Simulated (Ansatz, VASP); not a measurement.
## One calculation of C, two programs

```
CELL_PARAMETERS angstrom
1.22803 0.70900 3.34701
-1.22803 0.70900 3.34701
0.00000 -1.41801 3.34701
ATOMIC_POSITIONS crystal
C 0.83342 0.83342 0.83342
C 0.16658 0.16658 0.16658
```

Alike in both runs: functional PBE; dispersion D3(BJ); k mesh 12 × 12 × 12; occupations gaussian, width 0.02 eV; no spin polarisation.

Ansatz relaxed the structure, and its values are those at the end. VASP's run is a single point on that final structure, the one shown.

|  | VASP | Ansatz |
| --- | --- | --- |
| version | VASP 6.6.1 | Ansatz 0.2.0 |
| potentials or method | VASP PAW PBE potentials, release 64 (C), cutoff 520 eV | scalar-relativistic, plane waves, PAW |
| valence electrons in the cell | 8 | 8 |

VASP gave:

```
gap on the k mesh at the Fermi level (eV) : 0.66
least direct gap on the mesh (eV)         : 0.66
pressure (GPa)                            : 3.7
```

Task: What did Ansatz give for the same quantities?

Result: gap on the k mesh at the Fermi level (eV): 0.66; least direct gap on the mesh (eV): 0.66; pressure (GPa): 3.3.

Ansatz's warnings: stress scf threshold loose.
